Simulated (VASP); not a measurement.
Here is a VASP 6.6.1 calculation.

Contents of INCAR:

```
PREC = Accurate
ENCUT = 520
EDIFF = 1E-8
ISMEAR = -1
SIGMA = 0.15
LREAL = F
LASPH = T
NELM = 100
ALGO = Normal
ISIF = 2
LWAVE = F
LCHARG = F
NBANDS = 18
IBRION = 8
NSW = 1
```

The input KPOINTS:

```
Automatic mesh
0
Gamma
  12 12 12
```

POSCAR

```
YZn
1.0
    3.4753868731      0.0000000000      0.0000000000
    0.0000000000      3.4753868731      0.0000000000
    0.0000000000      0.0000000000      3.4753868731
Y Zn
1 1
Direct
    0.0000000000      0.0000000000      0.0000000000
    0.5000000000      0.5000000000      0.5000000000
```

Potentials or basis: VASP PAW LDA potentials, release 64 (Y_sv, Zn).

The run is started by

```sh
$ cat potpaw_LDA.64/Y_sv/POTCAR potpaw_LDA.64/Zn/POTCAR > POTCAR
$ mpirun -np 1 vasp_std > vasp.out
```

Q: Predict the highest phonon frequency at Γ, LO-TO splitting left out.

A: 153 cm⁻¹.

Phonon frequencies in cm⁻¹ (negative: imaginary):
```
              q point        frequencies
(0.000, 0.000, 0.000)  0 0 0 153 153 153
```
